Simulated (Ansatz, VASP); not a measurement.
# Rh: VASP beside Ansatz

```
Rh
1.0
     1.90015    1.90015    0.00000
    -1.90015    1.90015    0.00000
     0.00000    1.90015    1.90015
Rh
1
Direct
  0.00000 0.00000 0.00000
```

Alike in both runs: functional r2SCAN; k mesh 14 × 14 × 14; occupations fermi-dirac, width 0.05 eV; no spin polarisation.

Ansatz relaxed the structure, and its values are those at the end. VASP's run is a single point on that final structure, the one shown.

```csv
,VASP,Ansatz
version,VASP 6.6.1,Ansatz 0.2.0
potentials or method,"VASP PAW PBE potentials, release 64 (Rh_sv_GW)","PAW with Ansatz's default frozen-core files, scalar-relativistic"
plane-wave cutoff (eV),680,500
valence electrons in the cell,17,17
```

```tsv
	VASP	Ansatz	Ansatz less VASP
pressure (GPa)	0.0	0.0	-0.03
```

VASP's potentials were made for PBE, not for r2SCAN. The functional is the same, so the differences come from potentials, cutoffs and numerics.
